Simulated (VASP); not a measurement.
A run of VASP 6.6.1 is set up as follows.

File INCAR:

```
SYSTEM = NaI
PREC = Accurate
ENCUT = 520
EDIFF = 1E-7
ISMEAR = 0
SIGMA = 0.01
LREAL = .FALSE.
LASPH = .TRUE.
NELM = 80
ALGO = Normal
ISIF = 2
LWAVE = .FALSE.
LCHARG = .FALSE.
GGA = PE
NBANDS = 14
```

KPOINTS

```
Automatic mesh
0
G
  4 4 4
  0 0 0
```

POSCAR

```
NaI
1.0
    4.0405366006      0.0000000000      0.0000000000
    0.0000000000      4.0405366006      0.0000000000
    0.0000000000      0.0000000000      4.0405366006
Na I
1 1
Direct
    0.0000000000      0.0000000000      0.0000000000
    0.5000000000      0.5000000000      0.5000000000
```

Potentials or basis: VASP PAW PBE potentials, release 64 (Na_pv, I).

Command:

```console
$ cat potpaw_PBE.64/Na_pv/POTCAR potpaw_PBE.64/I/POTCAR > POTCAR
$ mpirun -np 1 vasp_std > vasp.out
```

Task: What does it give for the pressure?

Result: 0.5 GPa.

Task: Predict the band gap on the k mesh.

Result: 2.29 eV (least direct gap 2.78 eV).

Caveat: the structure was generated, so it needn't be the stable form of NaI; spin-orbit coupling is left out, which moves the levels of the heavy elements. A k mesh can miss the band edges.
